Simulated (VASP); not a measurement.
# Re (Pm-3m) in VASP: notebook, part 2 of 2

VASP 6.6.1.

## Step 3: Single point, revPBE (volume scaled by 0.96)

INCAR reads:

```
PREC     = Accurate       # precision mode
ENCUT    = 500            # plane-wave cutoff, eV
EDIFF    = 1E-6           # SCF threshold, eV
ISMEAR   = -1             # smearing method
SIGMA    = 0.1            # smearing width, eV
LREAL    = F              # projectors in reciprocal space
LASPH    = T              # aspherical terms in the spheres
NELM     = 120            # most SCF steps
ALGO     = Normal         # electronic algorithm
ISIF     = 2              # what is computed and relaxed
LWAVE    = F              # write WAVECAR
LCHARG   = F              # write CHGCAR
GGA      = RE             # functional
NBANDS   = 14             # bands
GGA_COMPAT= F
```

KPOINTS reads:

```
Automatic mesh
0
Gamma
  14 14 14
```

POSCAR reads:

```
Re
1.0
    2.5531789664      0.0000000000      0.0000000000
    0.0000000000      2.5531789664      0.0000000000
    0.0000000000      0.0000000000      2.5531789664
Re
1
Direct
    0.0000000000      0.0000000000      0.0000000000
```

Potentials or basis: VASP PAW PBE potentials, release 64 (Re_sv_GW).

Launch:

```sh
$ cat potpaw_PBE.64/Re_sv_GW/POTCAR > POTCAR
$ mpirun -np 1 vasp_std > vasp.out
```

OUTCAR:

```text
PREC = Accurate
   ENCUT = 500
   EDIFF = 1E-6
   ISMEAR = -1
   LREAL = F
   LASPH = T
   NELM = 120
   ISIF = 2
   GGA = RE

 ion  position               nearest neighbor table
   1  0.000  0.000  0.000-

  LATTYP: Found a simple cubic cell.
 ALAT       =     2.5531789664

  Lattice vectors:

 A1 = (   2.5531789664,   0.0000000000,   0.0000000000)
 A2 = (   0.0000000000,   2.5531789664,   0.0000000000)
 A3 = (   0.0000000000,   0.0000000000,   2.5531789664)

Analysis of symmetry for initial positions (statically):
=====================================================================
 Subroutine PRICEL returns:
 Original cell was already a primitive cell.

 Routine SETGRP: Setting up the symmetry group for a
 simple cubic supercell.

 Subroutine GETGRP returns: Found 48 space group operations
 (whereof 48 operations were pure point group operations)
 out of a pool of 48 trial point group operations.

The static configuration has the point symmetry O_h .

Analysis of symmetry for dynamics (positions and initial velocities):
=====================================================================
 Subroutine PRICEL returns:
 Original cell was already a primitive cell.

 Routine SETGRP: Setting up the symmetry group for a
 simple cubic supercell.

 Subroutine GETGRP returns: Found 48 space group operations
 (whereof 48 operations were pure point group operations)
 out of a pool of 48 trial point group operations.

The dynamic configuration has the point symmetry O_h .

 Subroutine INISYM returns: Found 48 space group operations
 (whereof 48 operations are pure point group operations),
 and found     1 'primitive' translations

----------------------------------------------------------------------------------------

                                     Primitive cell

[... 108 lines left out ...]
     AMIX_MAG =   1.60;   BMIX_MAG =  1.00
  volume/ion in A,a.u.               =      16.64       112.32
  Fermi-wavevector in a.u.,A,eV,Ry     =   1.581335  2.988291 34.023023  2.500622
  Thomas-Fermi vector in A             =   2.681426
   LORBIT       =      0    0 simple, 1 ext, 2 COOP (PROOUT), +10 PAW based schemes
   GGA     = RE    functional components
   LHFCALC =     F    Hartree Fock is set to
   AEXX    =    0.0000 exact exchange contribution
   IVDW    =     0    specifies the selected vdW correction
   LEPSILON=     F    determine dielectric tensor
   LRPA    =     F    only Hartree local field effects (RPA)
 non-spin polarized calculation
  energy-cutoff  :      500.00
  volume of cell :       16.64
 maximum number of plane-waves:       445
 NGX is ok and might be reduce to    20
   NGX =  9   NGY =  9   NGZ =  9

 number of electron      14.9999999 magnetization

 Free energy of the ion-electron system (eV)
  ---------------------------------------------------
  ext. energy  EPLUGINS =         0.00000000
  ---------------------------------------------------
  free energy    TOTEN  =       -12.16293837 eV

  energy without entropy =      -12.12460654  energy(sigma->0) =      -12.14377245

 E-fermi :  11.6547     XC(G=0): -13.3032

 val. band max:       11.6327150599   @ k =   0.4286   0.0000   0.0000
 cond. band min:      11.6578960079   @ k =   0.4286   0.4286   0.0714
 fundamental gap:      0.0251809479
 Fermi energy:        11.6547296283

 k-point     1 :       0.0000    0.0000    0.0000
  band No.  band energies     occupation
      1     -68.7278      2.00000
      2     -29.9726      2.00000
      3     -29.9726      2.00000
      4     -29.9726      2.00000
      5       2.2460      2.00000
      6       6.0781      2.00000
      7       6.0781      2.00000
      8      15.2548      0.00000
      9      15.2548      0.00000
     10      15.2548      0.00000
     11      26.8128      0.00000
     12      26.8128      0.00000
     13      26.8128      0.00000
     14      33.2117      0.00000
[... 377 lines left out ...]
      1     -68.6079      2.00000
      2     -30.9760      2.00000
      3     -30.3851      2.00000
      4     -29.8340      2.00000
      5       6.0083      2.00000
      6       7.6396      2.00000
      7       9.3714      2.00000
      8      12.2974      0.00323
      9      12.4773      0.00054
     10      13.9913      0.00000
     11      21.2309      0.00000
     12      26.4536      0.00000
     13      29.0340      0.00000
     14      34.2318      0.00000

 [... further k-points ...]
[... 5 lines left out ...]
  --------------------------------------------------------------------------------------
  -------------------------------------------------------------------------------------
  Total        0.8593680      0.8593680      0.8593680     -0.0000000     -0.0000000     -0.0000000
  in kB       82.7267521     82.7267521     82.7267521     -0.0000000     -0.0000000     -0.0000000
  external PRESSURE =      82.7267521 kB  Pullay stress =       0.0000000 kB

 VOLUME and BASIS-vectors are now :
 -----------------------------------------------------------------------------
  energy-cutoff  :      500.00
  volume of cell :       16.64
      direct lattice vectors                 reciprocal lattice vectors
     2.553178966  0.000000000  0.000000000     0.391668588  0.000000000  0.000000000
     0.000000000  2.553178966  0.000000000     0.000000000  0.391668588  0.000000000
     0.000000000  0.000000000  2.553178966     0.000000000  0.000000000  0.391668588

 POSITION                                       TOTAL-FORCE (eV/Angst)
 -----------------------------------------------------------------------------------
      0.00000      0.00000      0.00000         0.000000      0.000000      0.000000
 -----------------------------------------------------------------------------------
    total drift:                               -0.000000     -0.000000     -0.000000

  FREE ENERGIE OF THE ION-ELECTRON SYSTEM (eV)
  ---------------------------------------------------
  free  energy   TOTEN  =       -12.1629383669 eV

  energy  without entropy=      -12.1246065408  energy(sigma->0) =      -12.14377245
```

Wall time 18 s (1 thread of AMD EPYC 7R43 (Zen 3), shared host); peak memory 0.12 GiB.

What came out:

```yaml
Free_energy: -12.1629 eV
Pressure: 8.3 GPa
```

Levels at points of the mesh, in eV from the Fermi level:
| k point | band 4 | band 5 | band 6 | band 7 | band 8 | band 9 | band 10 | band 11 |
| --- | --- | --- | --- | --- | --- | --- | --- | --- |
| (0.00, 0.00, 0.00) | -41.63 | -9.41 | -5.58 | -5.58 | 3.60 | 3.60 | 3.60 | 15.16 |
| (0.50, 0.00, 0.00) | -41.51 | -5.95 | -4.62 | -1.11 | -0.16 | -0.16 | 4.00 | 8.57 |
| (0.50, 0.50, 0.00) | -41.40 | -6.61 | -4.00 | 0.59 | 0.59 | 4.69 | 4.69 | 6.30 |
| (0.50, 0.50, 0.50) | -42.59 | -4.98 | -4.98 | -4.98 | 6.58 | 6.58 | 7.54 | 11.78 |

Caveat: the cell differs from its parent crystal (volume scaled by 0.96); the PAW data sets were made with another functional, which shifts forces and pressure a little; spin-orbit coupling is left out, which moves the levels of the heavy elements.

## Step 4: Single point, revPBE

INCAR reads:

```
SYSTEM = Re
  ALGO = Normal
  EDIFF = 1E-6
  ENCUT = 500
  GGA = RE
  GGA_COMPAT = .False.
  ISIF = 2
  ISMEAR = -1
  LASPH = .True.
  LCHARG = .False.
  LREAL = .False.
  LWAVE = .False.
  NBANDS = 14
  NELM = 120
  PREC = Accurate
  SIGMA = 0.1
```

KPOINTS reads:

```
k-points
0
Gamma
  14 14 14
  0 0 0
```

POSCAR reads:

```
Re
1.0
    2.5881583674      0.0000000000      0.0000000000
    0.0000000000      2.5881583674      0.0000000000
    0.0000000000      0.0000000000      2.5881583674
Re
1
Direct
    0.0000000000      0.0000000000      0.0000000000
```

Launch:

```sh
$ cat potpaw_PBE.64/Re_sv_GW/POTCAR > POTCAR
$ mpirun -np 1 vasp_std > vasp.out
```

It took 21 s on 1 thread of Intel Xeon Platinum 8259CL at 2.50GHz (Skylake/Cascade Lake), shared host; peak memory 0.15 GiB.

Results (log left out):

| Quantity | Value |
| --- | --- |
| Free energy | -12.1840 eV |
| Pressure | -2.8 GPa |

Levels at points of the mesh, in eV from the Fermi level:
```tsv
k point	band 5	band 6	band 7	band 8	band 9	band 10
(0.00, 0.00, 0.00)	-9.14	-5.30	-5.30	3.38	3.38	3.38
(0.50, 0.00, 0.00)	-5.78	-4.40	-1.07	-0.14	-0.14	3.74
(0.50, 0.50, 0.00)	-6.24	-3.85	0.55	0.55	4.51	4.51
(0.50, 0.50, 0.50)	-4.70	-4.70	-4.70	6.17	6.17	7.66
```

Caveat: the PAW data sets were made with another functional, which shifts forces and pressure a little; spin-orbit coupling is left out, which moves the levels of the heavy elements.

## Step 5: Relaxation of cell and atoms, revPBE

This run uses another cell than the first one, of 15.89 Å³/atom, 0.917 times its volume.

INCAR reads:

```
ALGO = Normal ; EDIFF = 1E-7
EDIFFG = -0.01 ; ENCUT = 500
GGA = RE ; GGA_COMPAT = F
IBRION = 2 ; ISIF = 3
ISMEAR = -1 ; LASPH = T
LCHARG = F ; LREAL = F
LWAVE = F ; NELM = 120
NELMIN = 4 ; NSW = 80
PREC = Accurate ; SIGMA = 0.1
```

KPOINTS reads:

```
k-points
0
Gamma
  12 12 12
```

POSCAR reads:

```
Re
1.0
    2.5141111682      0.0000000000      0.0000000000
    0.0000000000      2.5141111682      0.0000000000
    0.0000000000      0.0000000000      2.5141111682
Re
1
Direct
    0.0000000000      0.0000000000      0.0000000000
```

Launch:

```sh
$ cat potpaw_PBE.64/Re_sv_GW/POTCAR > POTCAR
$ mpirun -np 1 vasp_std > vasp.out
```

Wall time 96 s (1 thread of Intel Xeon 6975P-C (Granite Rapids), shared host); peak memory 0.13 GiB.

Results (log left out):

```yaml
Free_energy: -12.1494 eV
Relaxed_volume: 17.17 Å³/atom
Relaxed_cell: a = 2.580 Å, b = 2.580 Å, c = 2.580 Å, α = 90.00°, β = 90.00°, γ = 90.00°
Space_group_after_relaxing_to_0.05_Å: Pm-3m (No. 221)
Energy_gained_by_relaxing: 89.9 meV/atom
Ionic_steps: 17
Pressure_after_relaxing: 0.1 GPa
```

The path:
| step | energy change (eV) | largest force (eV/Å) | pressure (GPa) | volume (Å³) |
| --- | --- | --- | --- | --- |
| 1 | 0.0000 | 0.0000 | 24.05 | 15.89 |
| 2 | 0.5993 | 0.0000 | -35.80 | 22.03 |
| 3 | -0.0889 | 0.0000 | -2.16 | 17.32 |
| 4 | -0.0899 | 0.0000 | -0.23 | 17.19 |
| 5 | -0.0899 | 0.0000 | 0.17 | 17.17 |
| 6 | -0.0899 | 0.0000 | 0.17 | 17.17 |
| 7 | -0.0899 | 0.0000 | 0.16 | 17.17 |
| 8 | -0.0899 | 0.0000 | 0.15 | 17.17 |
| 9 | -0.0899 | 0.0000 | 0.15 | 17.17 |
| 10 | -0.0899 | 0.0000 | 0.15 | 17.17 |
| 11 | -0.0899 | 0.0000 | 0.15 | 17.17 |
| 12 | -0.0899 | 0.0000 | 0.15 | 17.17 |
| 13 | -0.0899 | 0.0000 | 0.15 | 17.17 |
| 14 | -0.0899 | 0.0000 | 0.14 | 17.17 |
| 15 | -0.0899 | 0.0000 | 0.13 | 17.17 |
| 16 | -0.0899 | 0.0000 | 0.11 | 17.17 |
| 17 | -0.0899 | 0.0000 | 0.06 | 17.17 |

Final structure:
```xyz
1
Lattice="2.5800 0.0000 0.0000 0.0000 2.5800 0.0000 0.0000 0.0000 2.5800" Properties=species:S:1:pos:R:3 pbc="T T T"
Re    0.0000    0.0000    0.0000
```

Levels at points of the mesh, in eV from the Fermi level:
```tsv
k point	band 5	band 6	band 7	band 8	band 9	band 10
(0.00, 0.00, 0.00)	-9.15	-5.29	-5.29	3.50	3.50	3.50
(0.50, 0.00, 0.00)	-5.75	-4.38	-1.03	-0.08	-0.08	3.87
(0.50, 0.50, 0.00)	-6.27	-3.82	0.63	0.63	4.61	4.61
(0.50, 0.50, 0.50)	-4.70	-4.70	-4.70	6.34	6.34	7.68
```

Caveat: the PAW data sets were made with another functional, which shifts forces and pressure a little; spin-orbit coupling is left out, which moves the levels of the heavy elements.

## Step 6: Overview

```tsv
task	cell	k mesh	gap on the mesh (eV)	pressure (GPa)
single point	a = 2.588 Å, 1 atom	12 × 12 × 12	none	-2.3
single point	a = 2.553 Å, 1 atom	14 × 14 × 14	none	8.3
single point	a = 2.588 Å, 1 atom	14 × 14 × 14	none	-2.8
relaxation of cell and atoms	relaxed from a = 2.514 Å, 1 atom	12 × 12 × 12	none	0.1
```

Alike in all rows: level revPBE; potentials or basis VASP PAW PBE potentials, release 64 (Re_sv_GW); no spin polarisation; cutoff (eV) 500; smearing fermi-dirac 0.1 eV.

Caveats: the PAW data sets were made with another functional, which shifts forces and pressure a little; spin-orbit coupling is left out, which moves the levels of the heavy elements.

Absolute energies hang on the potentials; compare differences alone.
